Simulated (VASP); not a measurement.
Write the native input for VASP 6.6.1 that does the following.

```yaml
Task: single point
Functional: PBE
Potentials_or_basis: VASP PAW PBE potentials, release 64 (Sr_sv)
Cutoff: 520 eV
k_mesh: 9 × 9 × 9
Occupations: methfessel-paxton, width 0.1 eV
Spin: no spin polarisation
Dipole_correction: no
Further_INCAR_settings: ALGO = Normal; EDIFF = 1e-07; NBANDS = 11
```

The structure of Sr lies in POSCAR:

```
Sr
1.0
    0.0000000000      3.0191365063      3.0191365063
    3.0191365063      0.0000000000      3.0191365063
    3.0191365063      3.0191365063      0.0000000000
Sr
1
Direct
    0.0000000000      0.0000000000      0.0000000000
```

The input as run:

INCAR

```
  PREC = Accurate
  ENCUT = 520
  EDIFF = 1E-7
  ISMEAR = 1
  SIGMA = 0.1
  LREAL = False
  LASPH = True
  NELM = 80
  ALGO = Normal
  ISIF = 2
  LWAVE = False
  LCHARG = False
  GGA = PE
  NBANDS = 11
```

KPOINTS

```
Automatic mesh
0
Gamma
  9 9 9
```

Potentials or basis: VASP PAW PBE potentials, release 64 (Sr_sv).

Launch:

```console
$ cat potpaw_PBE.64/Sr_sv/POTCAR > POTCAR
$ mpirun -np 1 vasp_std > vasp.out
```

It gave:

```yaml
Pressure: -0.1 GPa
```

Wall time 24 s on 1 thread of Intel Xeon 8259CL, on a shared host, peak memory 0.18 GiB.
